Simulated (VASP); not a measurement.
# Sr (Cmcm) in VASP: notebook

Runs on Sr. Level: PBEsol. Tasks: single point.

Program: VASP 6.6.1. These are calculated values, not measurements. Logs are shortened: lines on timing, memory, paths and dates and some standing lists are left out, and cuts for length are marked.

## 1. The cell of the first run

Symmetry: Cmcm, No. 63, orthorhombic system. The conventional cell has a = 3.838 Å, b = 7.713 Å, c = 7.039 Å, α = 90.00°, β = 90.00°, γ = 90.00°. Within 5.0 Å of Sr (site symmetry m2m) lie 12 Sr at 3.84 to 4.36 Å.

## 2. Single point, PBEsol

Contents of INCAR:

```
ALGO = Fast
EDIFF = 1E-6
ENCUT = 520
GGA = PS
ISIF = 2
ISMEAR = 0
LASPH = True
LCHARG = False
LREAL = False
LWAVE = False
NBANDS = 17
NELM = 60
PREC = Accurate
SIGMA = 0.15
```

Contents of KPOINTS:

```
k-points
0
Gamma
  12 12 8
```

Contents of POSCAR:

```
Sr
1.0
    3.8382107963      0.0000000000      0.0000000000
   -1.9191053982      3.8565235979      0.0000000000
    0.0000000000      0.0000000000      7.0387962796
Sr
2
Direct
    0.3333333333      0.6666666667      0.2500000000
    0.6666666667      0.3333333333      0.7500000000
```

Potentials or basis: VASP PAW PBE potentials, release 64 (Sr_sv).

Started as:

```console
$ cat potpaw_PBE.64/Sr_sv/POTCAR > POTCAR
$ mpirun -np 1 vasp_std > vasp.out
```

OUTCAR:

```text
EDIFF = 1E-6
   ENCUT = 520
   GGA = PS
   ISIF = 2
   ISMEAR = 0
   LASPH = True
   LREAL = False
   NELM = 60
   PREC = Accurate

 ion  position               nearest neighbor table
   1  0.333  0.667  0.250-   2 4.21   2 4.21   2 4.21   2 4.21   2 4.36   2 4.36
   2  0.667  0.333  0.750-   1 4.21   1 4.21   1 4.21   1 4.21   1 4.36   1 4.36

  LATTYP: Found a base centered orthorhombic cell.
 ALAT       =     3.8382107963
 B/A-ratio  =     2.0095423637
 C/A-ratio  =     1.8338743371

  Lattice vectors:

 A1 = (   1.9191053982,  -3.8565235979,   0.0000000000)
 A2 = (   1.9191053981,   3.8565235979,   0.0000000000)
 A3 = (   0.0000000000,   0.0000000000,   7.0387962796)

Analysis of symmetry for initial positions (statically):
=====================================================================
 Subroutine PRICEL returns:
 Original cell was already a primitive cell.

 Routine SETGRP: Setting up the symmetry group for a
 base centered orthorhombic supercell.

 Subroutine GETGRP returns: Found  8 space group operations
 (whereof  4 operations were pure point group operations)
 out of a pool of  8 trial point group operations.

The static configuration has the point symmetry C_2h.
 The point group associated with its full space group is D_2h.

Analysis of symmetry for dynamics (positions and initial velocities):
=====================================================================
 Subroutine PRICEL returns:
 Original cell was already a primitive cell.

 Routine SETGRP: Setting up the symmetry group for a
 base centered orthorhombic supercell.

 Subroutine GETGRP returns: Found  8 space group operations
 (whereof  4 operations were pure point group operations)
 out of a pool of  8 trial point group operations.

The dynamic configuration has the point symmetry C_2h.
 The point group associated with its full space group is D_2h.

 Subroutine INISYM returns: Found  8 space group operations
 (whereof  4 operations are pure point group operations),
 and found     1 'primitive' translations

----------------------------------------------------------------------------------------

                                     Primitive cell

  volume of cell :     104.1893

  direct lattice vectors                    reciprocal lattice vectors
     3.838210796  0.000000000  0.000000000     0.260538061  0.129650445  0.000000000
    -1.919105398  3.856523598  0.000000000     0.000000000  0.259300890  0.000000000
     0.000000000  0.000000000  7.038796280     0.000000000  0.000000000  0.142069746

  length of vectors
     3.838210796  4.307637379  7.038796280     0.291014294  0.259300890  0.142069746

  position of ions in fractional coordinates (direct lattice)
     0.333333333  0.666666667  0.250000000
     0.666666667  0.333333333  0.750000000

  ion indices of the primitive-cell ions
   primitive index   ion index
                 1           1
                 2           2

----------------------------------------------------------------------------------------

 KPOINTS: k-points

Automatic generation of k-mesh.
 Grid dimensions read from file:
 generate k-points for:   12   12    8

 Generating k-lattice:

  Cartesian coordinates                     Fractional coordinates (reciprocal lattice)
     0.021711505  0.010804204  0.000000000     0.083333333  0.000000000  0.000000000
     0.000000000  0.021608407  0.000000000     0.000000000  0.083333333  0.000000000
     0.000000000  0.000000000  0.017758718     0.000000000  0.000000000  0.125000000

  Length of vectors
     0.024251191  0.021608407  0.017758718

  Shift w.r.t. Gamma in fractional coordinates (k-lattice)
     0.000000000  0.000000000  0.000000000

 Subroutine IBZKPT returns following result:
 ===========================================

 Found    215 irreducible k-points:

 Following reciprocal coordinates:
            Coordinates               Weight
  0.000000  0.000000  0.000000      1.000000
  0.083333  0.000000  0.000000      4.000000
  0.166667  0.000000  0.000000      4.000000
  0.250000  0.000000  0.000000      4.000000
  0.333333  0.000000  0.000000      4.000000
  0.416667  0.000000  0.000000      4.000000
[... 16 lines left out ...]
  0.333333  0.166667  0.000000      4.000000
  0.416667  0.166667  0.000000      4.000000
 [... further k-points ...]
   k-points           NKPTS =    215   k-points in BZ     NKDIM =    215   number of bands    NBANDS=     17
   number of dos      NEDOS =    301   number of ions     NIONS =      2
   total plane-waves  NPLWV =  51840
   dimension x,y,z NGX =    30 NGY =   32 NGZ =   54
   dimension x,y,z NGXF=    60 NGYF=   64 NGZF=  108
   ions per type =               2
   NGX,Y,Z   is equivalent  to a cutoff of  12.99, 12.35, 12.75 a.u.
   NGXF,Y,Z  is equivalent  to a cutoff of  25.99, 24.70, 25.51 a.u.
 SYSTEM =  unknown system
   PREC   = accura    normal or accurate (medium, high low for compatibility)
   ISTART =      0    job   : 0-new  1-cont  2-samecut
   ICHARG =      2    charge: 1-file 2-atom 10-const
   ISPIN  =      1    spin polarized calculation?
   LNONCOLLINEAR =      F non collinear calculations
   LSORBIT =      F    spin-orbit coupling
   LASPH  =      T    aspherical Exc in radial PAW
   ENCUT  =  520.0 eV  38.22 Ry    6.18 a.u.   7.14  8.01 13.09*2*pi/ulx,y,z
   NELM   =     60;   NELMIN=  2; NELMDL= -5     # of ELM steps
   EDIFF  = 0.1E-05   stopping-criterion for ELM
   LREAL  =      F    real-space projection
   EDIFFG = 0.1E-04   stopping-criterion for IOM
   NSW    =      0    number of steps for IOM
   IBRION =     -1    ionic relax: 0-MD 1-quasi-New 2-CG
   NFREE  =      0    steps in history (QN), initial steepest desc. (CG)
   ISIF   =      2    stress and relaxation
   ISYM   =      2    0-nonsym 1-usesym 2-fastsym
   POTIM  = 0.5000    time-step for ionic-motion
   TEBEG  =    0.0;   TEEND  =   0.0 temperature during run
   PSTRESS=    0.0 pullay stress
   NELECT =      20.0000    total number of electrons
   NUPDOWN=      -1.0000    fix difference up-down
   EMIN   =  10.00;   EMAX   =-10.00  energy-range for DOS
   EFERMI =   0.00;   METHOD = LEGACY
   ISMEAR =     0;   SIGMA  =   0.15  broadening in eV -4-tet -1-fermi 0-gaus
   EFERMI_NEDOS =   21; number of points for ismear=-14 and -15
   IALGO  =     68    algorithm
   IMIX   =      4    mixing-type and parameters
     AMIX     =   0.40;   BMIX     =  1.00
     AMIX_MAG =   1.60;   BMIX_MAG =  1.00
  volume/ion in A,a.u.               =      52.09       351.55
  Fermi-wavevector in a.u.,A,eV,Ry     =   0.944373  1.784607 12.134236  0.891841
  Thomas-Fermi vector in A             =   2.072172
   LORBIT       =      0    0 simple, 1 ext, 2 COOP (PROOUT), +10 PAW based schemes
   GGA     = PS    functional components
   LHFCALC =     F    Hartree Fock is set to
   AEXX    =    0.0000 exact exchange contribution
   IVDW    =     0    specifies the selected vdW correction
   LEPSILON=     F    determine dielectric tensor
   LRPA    =     F    only Hartree local field effects (RPA)
 non-spin polarized calculation
 RMM-DIIS sequential band-by-band and
 Gauss-broadening in eV      SIGMA  =   0.15
  energy-cutoff  :      520.00
  volume of cell :      104.19
 maximum number of plane-waves:      2848
 NGX is ok and might be reduce to    30
   NGX = 15   NGY = 17   NGZ = 27

 number of electron      20.0000000 magnetization

 Free energy of the ion-electron system (eV)
  ---------------------------------------------------
  ext. energy  EPLUGINS =         0.00000000
  ---------------------------------------------------
  free energy    TOTEN  =        -3.58880817 eV

  energy without entropy =       -3.55678471  energy(sigma->0) =       -3.57279644

 E-fermi :   1.6485     XC(G=0):  -7.5986

 val. band max:        1.6412324313   @ k =   0.3333   0.3333   0.3750
 cond. band min:       1.6500299127   @ k =   0.0000   0.4167   0.1250
 fundamental gap:      0.0087974814
 Fermi energy:         1.6484746262

 k-point     1 :       0.0000    0.0000    0.0000
  band No.  band energies     occupation
      1     -34.7751      2.00000
      2     -34.7601      2.00000
      3     -16.8820      2.00000
      4     -16.7014      2.00000
      5     -16.6757      2.00000
      6     -16.6657      2.00000
[... 9 lines left out ...]
     16       4.9119      0.00000
     17       5.2524      0.00000

 k-point     2 :       0.0833    0.0000    0.0000
  band No.  band energies     occupation
      1     -34.7733      2.00000
      2     -34.7587      2.00000
      3     -16.8757      2.00000
      4     -16.7048      2.00000
      5     -16.6834      2.00000
      6     -16.6743      2.00000
[... 9 lines left out ...]
     16       4.7372      0.00000
     17       5.0001      0.00000

 k-point     3 :       0.1667    0.0000    0.0000
  band No.  band energies     occupation
      1     -34.7683      2.00000
      2     -34.7552      2.00000
      3     -16.8579      2.00000
      4     -16.7399      2.00000
      5     -16.7184      2.00000
      6     -16.7082      2.00000
[... 9 lines left out ...]
     16       4.5829      0.00000
     17       4.7567      0.00000

 k-point     4 :       0.2500    0.0000    0.0000
  band No.  band energies     occupation
      1     -34.7614      2.00000
      2     -34.7505      2.00000
      3     -16.8314      2.00000
      4     -16.8161      2.00000
      5     -16.7953      2.00000
      6     -16.7198      2.00000
[... 9 lines left out ...]
     16       4.5810      0.00000
     17       4.8292      0.00000
[... 343 lines left out ...]
      1     -34.7571      2.00000
      2     -34.7491      2.00000
      3     -16.8364      2.00000
      4     -16.8081      2.00000
      5     -16.8034      2.00000
      6     -16.7658      2.00000
[... 9 lines left out ...]
     16       5.0186      0.00000
     17       5.7090      0.00000

 k-point    23 :       0.3333    0.1667    0.0000
  band No.  band energies     occupation
      1     -34.7505      2.00000
      2     -34.7455      2.00000
      3     -16.9026      2.00000
      4     -16.8753      2.00000
      5     -16.7736      2.00000
      6     -16.7668      2.00000
[... 9 lines left out ...]
     16       5.5104      0.00000
     17       5.7222      0.00000

 k-point    24 :       0.4167    0.1667    0.0000
  band No.  band energies     occupation
      1     -34.7460      2.00000
      2     -34.7435      2.00000
      3     -16.9480      2.00000
      4     -16.9258      2.00000
      5     -16.7568      2.00000
      6     -16.7507      2.00000
[... 9 lines left out ...]
     16       5.5207      0.00000
     17       6.0995      0.00000

 [... further k-points ...]

------------------------ aborting loop because EDIFF is reached ----------------------------------------

  FORCE on cell =-STRESS in cart. coord.  units (eV):
  Direction    XX          YY          ZZ          XY          YZ          ZX
  --------------------------------------------------------------------------------------
  -------------------------------------------------------------------------------------
  Total        1.6682832     -0.8650890     -0.4569698      0.0000000      0.0000000      0.0000000
  in kB       25.6541215    -13.3029555     -7.0270790      0.0000000      0.0000000      0.0000000
  external PRESSURE =       1.7746956 kB  Pullay stress =       0.0000000 kB

 VOLUME and BASIS-vectors are now :
 -----------------------------------------------------------------------------
  energy-cutoff  :      520.00
  volume of cell :      104.19
      direct lattice vectors                 reciprocal lattice vectors
     3.838210796  0.000000000  0.000000000     0.260538061  0.129650445  0.000000000
    -1.919105398  3.856523598  0.000000000     0.000000000  0.259300890  0.000000000
     0.000000000  0.000000000  7.038796280     0.000000000  0.000000000  0.142069746

 POSITION                                       TOTAL-FORCE (eV/Angst)
 -----------------------------------------------------------------------------------
     -0.00000      2.57102      1.75970        -0.000000      0.119777      0.000000
      1.91911      1.28551      5.27910         0.000000     -0.119777      0.000000
 -----------------------------------------------------------------------------------
    total drift:                               -0.000000      0.000000     -0.000000

  FREE ENERGIE OF THE ION-ELECTRON SYSTEM (eV)
  ---------------------------------------------------
  free  energy   TOTEN  =        -3.5888081659 eV

  energy  without entropy=       -3.5567847115  energy(sigma->0) =       -3.57279644
```

Run time: 4.5 min. Hardware: 1 thread of AMD EPYC 7R43 (Zen 3), shared host; peak memory 0.42 GiB.

What came out:

```yaml
Free_energy: -3.5888 eV
Pressure: 0.2 GPa
Largest_force: 0.120 eV/Å
Band_gap_on_the_k_mesh: zero (bands 10 and 11 overlap by 0.18 eV)
```

Forces in eV/Å, atoms in the order of the input:
```
Sr   0.000  0.120  0.000
Sr   0.000 -0.120  0.000
```

Stress tensor (GPa, compression positive):
```
 2.57  0.00  0.00
 0.00 -1.33  0.00
 0.00  0.00 -0.70
```

Levels at points of the mesh, in eV from the Fermi level:
| k point | band 6 | band 7 | band 8 | band 9 | band 10 | band 11 | band 12 | band 13 | band 14 | band 15 |
| --- | --- | --- | --- | --- | --- | --- | --- | --- | --- | --- |
| (0.00, 0.00, 0.00) | -18.31 | -18.31 | -18.28 | -3.71 | -1.26 | 0.02 | 1.69 | 2.05 | 2.19 | 3.19 |
| (0.50, 0.00, 0.00) | -18.39 | -18.36 | -18.35 | -0.86 | -0.30 | 0.04 | 0.39 | 1.31 | 2.08 | 2.23 |
| (0.00, 0.50, 0.00) | -18.35 | -18.34 | -18.30 | -1.37 | -0.76 | -0.02 | 0.21 | 1.09 | 1.51 | 3.10 |
| (0.00, 0.00, 0.50) | -18.34 | -18.29 | -18.29 | -2.78 | -2.78 | 1.15 | 1.15 | 1.76 | 1.76 | 3.21 |
| (0.50, 0.00, 0.50) | -18.38 | -18.36 | -18.36 | -0.69 | -0.69 | 0.51 | 0.51 | 1.43 | 1.43 | 2.95 |
| (0.00, 0.50, 0.50) | -18.37 | -18.32 | -18.32 | -1.04 | -1.04 | 0.07 | 0.07 | 1.18 | 1.18 | 3.86 |

Caveat: the cell differs from its parent crystal (strain +e along x and -e along y -0.0733, strain +e along z and -e/2 along x and y +0.0233); the PAW data sets were made with another functional, which shifts forces and pressure a little.

(Continued in part 2 of 2.)
